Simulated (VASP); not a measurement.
# Ca (Fm-3m) in VASP: settings compared, part 3 of 3

VASP 6.6.1.

### 5 Single point, r2SCAN (strained)

The input, POSCAR:

```
Ca
1.0
    0.0000000000      2.8184536560      2.8184536560
    2.8184536560      0.0000000000      2.8184536560
    2.8184536560      2.8184536560      0.0000000000
Ca
1
Direct
    0.0000000000      0.0000000000      0.0000000000
```

The input, INCAR.step1:

```
PREC = Accurate ; ENCUT = 520
ISMEAR = 0 ; SIGMA = 0.1
LREAL = False ; LASPH = True
NELM = 80 ; NBANDS = 11
GGA = PE ; ALGO = Normal
EDIFF = 1E-4 ; LWAVE = True
LCHARG = False
```

The input, INCAR.step2:

```
PREC = Accurate ; ENCUT = 520
EDIFF = 1E-7 ; ISMEAR = 0
SIGMA = 0.1 ; LREAL = False
LASPH = True ; NELM = 80
ALGO = Normal ; ISIF = 2
LWAVE = False ; LCHARG = False
METAGGA = R2SCAN ; LMIXTAU = True
NBANDS = 11 ; ISTART = 1
```

The input, KPOINTS:

```
Automatic mesh
0
Gamma
  14 14 14
```

Potentials or basis: VASP PAW PBE potentials, release 64 (Ca_sv).

On the command line:

```bash
> cat potpaw_PBE.64/Ca_sv/POTCAR > POTCAR
> cp INCAR.step1 INCAR
> mpirun -np 1 vasp_std > vasp.out
> cp INCAR.step2 INCAR
> mpirun -np 1 vasp_std > vasp.out
```

OUTCAR:

```text
PREC = Accurate
   ENCUT = 520
   EDIFF = 1E-7
   ISMEAR = 0
   LREAL = False
   LASPH = True
   NELM = 80
   ISIF = 2
   METAGGA = R2SCAN
   ISTART = 1

 ion  position               nearest neighbor table
   1  0.000  0.000  0.000-

  LATTYP: Found a face centered cubic cell.
 ALAT       =     5.6369073120

  Lattice vectors:

 A1 = (   0.0000000000,   2.8184536560,   2.8184536560)
 A2 = (   2.8184536560,   0.0000000000,   2.8184536560)
 A3 = (   2.8184536560,   2.8184536560,   0.0000000000)

Analysis of symmetry for initial positions (statically):
=====================================================================
 Subroutine PRICEL returns:
 Original cell was already a primitive cell.

 Routine SETGRP: Setting up the symmetry group for a
 face centered cubic supercell.

 Subroutine GETGRP returns: Found 48 space group operations
 (whereof 48 operations were pure point group operations)
 out of a pool of 48 trial point group operations.

The static configuration has the point symmetry O_h .

Analysis of symmetry for dynamics (positions and initial velocities):
=====================================================================
 Subroutine PRICEL returns:
 Original cell was already a primitive cell.

 Routine SETGRP: Setting up the symmetry group for a
 face centered cubic supercell.

 Subroutine GETGRP returns: Found 48 space group operations
 (whereof 48 operations were pure point group operations)
 out of a pool of 48 trial point group operations.

The dynamic configuration has the point symmetry O_h .

 Subroutine INISYM returns: Found 48 space group operations
 (whereof 48 operations are pure point group operations),
 and found     1 'primitive' translations

----------------------------------------------------------------------------------------

                                     Primitive cell

  volume of cell :      44.7778

  direct lattice vectors                    reciprocal lattice vectors
     0.000000000  2.818453656  2.818453656    -0.177402243  0.177402243  0.177402243
     2.818453656  0.000000000  2.818453656     0.177402243 -0.177402243  0.177402243
     2.818453656  2.818453656  0.000000000     0.177402243  0.177402243 -0.177402243

  length of vectors
     3.985895385  3.985895385  3.985895385     0.307269698  0.307269698  0.307269698

  position of ions in fractional coordinates (direct lattice)
     0.000000000  0.000000000  0.000000000

  ion indices of the primitive-cell ions
   primitive index   ion index
                 1           1

----------------------------------------------------------------------------------------

 KPOINTS: Automatic mesh

Automatic generation of k-mesh.
 Grid dimensions read from file:
 generate k-points for:   14   14   14

 Generating k-lattice:

  Cartesian coordinates                     Fractional coordinates (reciprocal lattice)
    -0.012671589  0.012671589  0.012671589     0.071428571  0.000000000  0.000000000
     0.012671589 -0.012671589  0.012671589     0.000000000  0.071428571  0.000000000
     0.012671589  0.012671589 -0.012671589     0.000000000  0.000000000  0.071428571

  Length of vectors
     0.021947836  0.021947836  0.021947836

  Shift w.r.t. Gamma in fractional coordinates (k-lattice)
     0.000000000  0.000000000  0.000000000

 Subroutine IBZKPT returns following result:
 ===========================================

 Found    104 irreducible k-points:

 Following reciprocal coordinates:
            Coordinates               Weight
  0.000000  0.000000  0.000000      1.000000
  0.071429  0.000000  0.000000      8.000000
  0.142857  0.000000  0.000000      8.000000
  0.214286  0.000000  0.000000      8.000000
  0.285714  0.000000  0.000000      8.000000
  0.357143  0.000000  0.000000      8.000000
[... 16 lines left out ...]
  0.214286  0.142857  0.000000     24.000000
  0.285714  0.142857  0.000000     24.000000
 [... further k-points ...]
   k-points           NKPTS =    104   k-points in BZ     NKDIM =    104   number of bands    NBANDS=     11
   number of dos      NEDOS =    301   number of ions     NIONS =      1
   total plane-waves  NPLWV =  27000
   dimension x,y,z NGX =    30 NGY =   30 NGZ =   30
   dimension x,y,z NGXF=    60 NGYF=   60 NGZF=   60
   ions per type =               1
   NGX,Y,Z   is equivalent  to a cutoff of  12.51, 12.51, 12.51 a.u.
   NGXF,Y,Z  is equivalent  to a cutoff of  25.03, 25.03, 25.03 a.u.
 SYSTEM =  unknown system
   PREC   = accura    normal or accurate (medium, high low for compatibility)
   ISTART =      1    job   : 0-new  1-cont  2-samecut
   ICHARG =      0    charge: 1-file 2-atom 10-const
   ISPIN  =      1    spin polarized calculation?
   LNONCOLLINEAR =      F non collinear calculations
   LSORBIT =      F    spin-orbit coupling
   LASPH  =      T    aspherical Exc in radial PAW
   ENCUT  =  520.0 eV  38.22 Ry    6.18 a.u.   7.41  7.41  7.41*2*pi/ulx,y,z
   NELM   =     80;   NELMIN=  2; NELMDL=  0     # of ELM steps
   EDIFF  = 0.1E-06   stopping-criterion for ELM
   LREAL  =      F    real-space projection
   EDIFFG = 0.1E-05   stopping-criterion for IOM
   NSW    =      0    number of steps for IOM
   IBRION =     -1    ionic relax: 0-MD 1-quasi-New 2-CG
   NFREE  =      0    steps in history (QN), initial steepest desc. (CG)
   ISIF   =      2    stress and relaxation
   ISYM   =      2    0-nonsym 1-usesym 2-fastsym
   POTIM  = 0.5000    time-step for ionic-motion
   TEBEG  =    0.0;   TEEND  =   0.0 temperature during run
   PSTRESS=    0.0 pullay stress
   NELECT =      10.0000    total number of electrons
   NUPDOWN=      -1.0000    fix difference up-down
   EMIN   =  10.00;   EMAX   =-10.00  energy-range for DOS
   EFERMI =   0.00;   METHOD = LEGACY
   ISMEAR =     0;   SIGMA  =   0.10  broadening in eV -4-tet -1-fermi 0-gaus
   EFERMI_NEDOS =   21; number of points for ismear=-14 and -15
   IALGO  =     38    algorithm
   IMIX   =      4    mixing-type and parameters
     AMIX     =   0.40;   BMIX     =  1.00
     AMIX_MAG =   1.60;   BMIX_MAG =  1.00
  volume/ion in A,a.u.               =      44.78       302.18
  Fermi-wavevector in a.u.,A,eV,Ry     =   0.993239  1.876950 13.422480  0.986524
  Thomas-Fermi vector in A             =   2.125107
   LORBIT       =      0    0 simple, 1 ext, 2 COOP (PROOUT), +10 PAW based schemes
   METAGGA = R2SCAN    functional components
   LHFCALC =     F    Hartree Fock is set to
   AEXX    =    0.0000 exact exchange contribution
   IVDW    =     0    specifies the selected vdW correction
   LEPSILON=     F    determine dielectric tensor
   LRPA    =     F    only Hartree local field effects (RPA)
 non-spin polarized calculation
 Gauss-broadening in eV      SIGMA  =   0.10
  energy-cutoff  :      520.00
  volume of cell :       44.78
 maximum number of plane-waves:      1243
 NGX is ok and might be reduce to    30
   NGX = 15   NGY = 15   NGZ = 15

 number of electron       9.9999999 magnetization

 Free energy of the ion-electron system (eV)
  ---------------------------------------------------
  ext. energy  EPLUGINS =         0.00000000
  ---------------------------------------------------
  free energy    TOTEN  =        -7.03304693 eV

  energy without entropy =       -7.02709138  energy(sigma->0) =       -7.03006915

 E-fermi :   1.7635     XC(G=0):  -8.0276

 val. band max:        1.7571537570   @ k =  -0.3571   0.5000   0.1429
 cond. band min:       1.7862940974   @ k =  -0.3571   0.4286   0.1429
 fundamental gap:      0.0291403404
 Fermi energy:         1.7635178861

 k-point     1 :       0.0000    0.0000    0.0000
  band No.  band energies     occupation
      1     -42.1552      2.00000
      2     -22.1893      2.00000
      3     -22.1893      2.00000
      4     -22.1892      2.00000
      5      -2.4139      2.00000
      6       4.3902      0.00000
      7       4.3902      0.00000
      8       4.3902      0.00000
      9       5.4483      0.00000
     10       5.4483      0.00000
     11      11.1222      0.00000

 k-point     2 :       0.0714    0.0000    0.0000
  band No.  band energies     occupation
      1     -42.1546      2.00000
      2     -22.1952      2.00000
      3     -22.1901      2.00000
      4     -22.1900      2.00000
      5      -2.3257      2.00000
      6       4.2877      0.00000
      7       4.4232      0.00000
      8       4.4232      0.00000
      9       5.4183      0.00000
     10       5.4183      0.00000
     11      11.2165      0.00000
[... 295 lines left out ...]
 k-point    24 :       0.2857    0.1429    0.0000
  band No.  band energies     occupation
      1     -42.1487      2.00000
      2     -22.2478      2.00000
      3     -22.2054      2.00000
      4     -22.2042      2.00000
      5      -1.1815      2.00000
      6       3.3561      0.00000
      7       4.3301      0.00000
      8       4.6831      0.00000
      9       5.1141      0.00000
     10       5.7399      0.00000
     11       9.6397      0.00000

 [... further k-points ...]
[... 5 lines left out ...]
  --------------------------------------------------------------------------------------
  -------------------------------------------------------------------------------------
  Total       -0.1592983     -0.1592983     -0.1592983      0.0000000      0.0000000      0.0000000
  in kB       -5.6997925     -5.6997925     -5.6997925      0.0000000      0.0000000      0.0000000
  external PRESSURE =      -5.6997925 kB  Pullay stress =       0.0000000 kB

 VOLUME and BASIS-vectors are now :
 -----------------------------------------------------------------------------
  energy-cutoff  :      520.00
  volume of cell :       44.78
      direct lattice vectors                 reciprocal lattice vectors
     0.000000000  2.818453656  2.818453656    -0.177402243  0.177402243  0.177402243
     2.818453656  0.000000000  2.818453656     0.177402243 -0.177402243  0.177402243
     2.818453656  2.818453656  0.000000000     0.177402243  0.177402243 -0.177402243

 POSITION                                       TOTAL-FORCE (eV/Angst)
 -----------------------------------------------------------------------------------
      0.00000      0.00000      0.00000        -0.000000      0.000000      0.000000
 -----------------------------------------------------------------------------------
    total drift:                               -0.000000     -0.000000      0.000000

  FREE ENERGIE OF THE ION-ELECTRON SYSTEM (eV)
  ---------------------------------------------------
  free  energy   TOTEN  =        -7.0330469275 eV

  energy  without entropy=       -7.0270913776  energy(sigma->0) =       -7.03006915
```

OUTCAR.step1:

```text
PREC = Accurate
   ENCUT = 520
   ISMEAR = 0
   LREAL = False
   LASPH = True
   NELM = 80
[... 553 lines left out ...]

 POSITION                                       TOTAL-FORCE (eV/Angst)
 -----------------------------------------------------------------------------------
      0.00000      0.00000      0.00000        -0.000000     -0.000000     -0.000000
 -----------------------------------------------------------------------------------
    total drift:                               -0.000000     -0.000000      0.000000

  FREE ENERGIE OF THE ION-ELECTRON SYSTEM (eV)
  ---------------------------------------------------
  free  energy   TOTEN  =        -1.9259805652 eV

  energy  without entropy=       -1.9190882296  energy(sigma->0) =       -1.92253440
```

OSZICAR.step1:

```text
N       E                     dE             d eps       ncg     rms          rms(c)
DAV:   1     0.660338215809E+02    0.66034E+02   -0.49546E+03  2288   0.809E+02
DAV:   2    -0.385470219217E+00   -0.66419E+02   -0.65781E+02  2501   0.208E+02
DAV:   3    -0.186811900226E+01   -0.14826E+01   -0.14650E+01  3459   0.303E+01
DAV:   4    -0.193090377892E+01   -0.62785E-01   -0.62476E-01  2974   0.493E+00
DAV:   5    -0.193233630352E+01   -0.14325E-02   -0.14322E-02  3227   0.626E-01    0.224E+00
DAV:   6    -0.192733457429E+01    0.50017E-02   -0.10524E-02  2816   0.112E+00    0.137E+00
DAV:   7    -0.192637559894E+01    0.95898E-03   -0.16383E-02  2532   0.150E+00    0.101E-01
DAV:   8    -0.192596816544E+01    0.40743E-03   -0.18514E-03  2709   0.404E-01    0.222E-02
DAV:   9    -0.192598056518E+01   -0.12400E-04   -0.94620E-05  2487   0.815E-02
   1 F= -.19259806E+01 E0= -.19225344E+01  d E =-.689234E-02
```

Run time: 4.4 min. Hardware: 1 thread of Intel Xeon Platinum 8259CL at 2.50GHz (Skylake/Cascade Lake), shared host; peak memory 0.2 GiB.

Results:

* Free energy: -7.0330 eV
* Pressure: -0.6 GPa
* Band gap on the k mesh: zero (bands 5 and 6 overlap by 0.57 eV)

Caveat: the cell differs from its parent crystal (strained); the PAW data sets were made with another functional, which shifts forces and pressure a little.

### 6 Summary

```csv
level,cell,gap on the mesh (eV),pressure (GPa)
PBEsol,"a = 4.001 Å, angles 60.0°, 1 atom",none,-1.6
PBEsol,"a = 4.024 Å, angles 60.0°, 1 atom",none,-1.8
r2SCAN,"a = 3.979 Å, angles 60.0°, 1 atom",none,-0.5
r2SCAN,"a = 3.986 Å, angles 60.0°, 1 atom",none,-0.6
```

Alike in all rows: task single point; potentials or basis VASP PAW PBE potentials, release 64 (Ca_sv); no spin polarisation; k mesh 14 × 14 × 14; cutoff (eV) 520; smearing gaussian 0.1 eV.

Caveats: the PAW data sets were made with another functional, which shifts forces and pressure a little.

Absolute energies hang on the potentials; compare differences alone.

The gap in the log of VASP goes by the Fermi energy; the results here count the filled bands.